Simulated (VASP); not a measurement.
Set up this calculation in VASP 6.6.1, as the native input.

| Property | Result |
| --- | --- |
| Task | single point |
| Functional | PBE |
| Potentials or basis | VASP PAW PBE potentials, release 64 (Sn_d, O) |
| Cutoff | 600 eV |
| k mesh | 6 × 6 × 8 |
| Occupations | gaussian, width 0.02 eV |
| Spin | no spin polarisation |
| Dipole correction | no |
| Further INCAR settings | ALGO = Normal; EDIFF = 1e-06; NBANDS = 35 |

The structure of SnO2 lies in POSCAR:

```
SnO2
1.0
    4.8265176529      0.0000000000      0.0000000000
    0.0000000000      4.8283676203      0.0000000000
    0.0000000000      0.0000000000      3.2381666493
Sn O
2 4
Direct
    0.5000000000      0.5000000000      0.5000000000
    0.0000000000      0.0000000000      0.0000000000
    0.3064962476      0.3066616299      0.0000000000
    0.8064962476      0.1933383701      0.5000000000
    0.1935037524      0.8066616299      0.5000000000
    0.6935037524      0.6933383701      0.0000000000
```

The input as run:

INCAR

```
PREC = Accurate ; ENCUT = 600
EDIFF = 1E-6 ; ISMEAR = 0
SIGMA = 0.02 ; LREAL = F
LASPH = T ; NELM = 120
ALGO = Normal ; ISIF = 2
LWAVE = F ; LCHARG = F
GGA = PE ; NBANDS = 35
GGA_COMPAT = F
```

KPOINTS

```
Automatic mesh
0
Gamma
  6 6 8
```

Potentials or basis: VASP PAW PBE potentials, release 64 (Sn_d, O).

Run with:

```bash
$ cat potpaw_PBE.64/Sn_d/POTCAR potpaw_PBE.64/O/POTCAR > POTCAR
$ mpirun -np 1 vasp_std > vasp.out
```

Results of the run:

The pressure is 0.4 GPa. The largest force is 0.016 eV/Å and the band gap on the k mesh is 0.67 eV, direct.

Caveat: spin-orbit coupling is left out, which moves the levels of the heavy elements.

Wall time 2 min on 1 thread of AMD EPYC 9R45 96-Core Processor (Zen 5), on a shared host, peak memory 0.31 GiB.
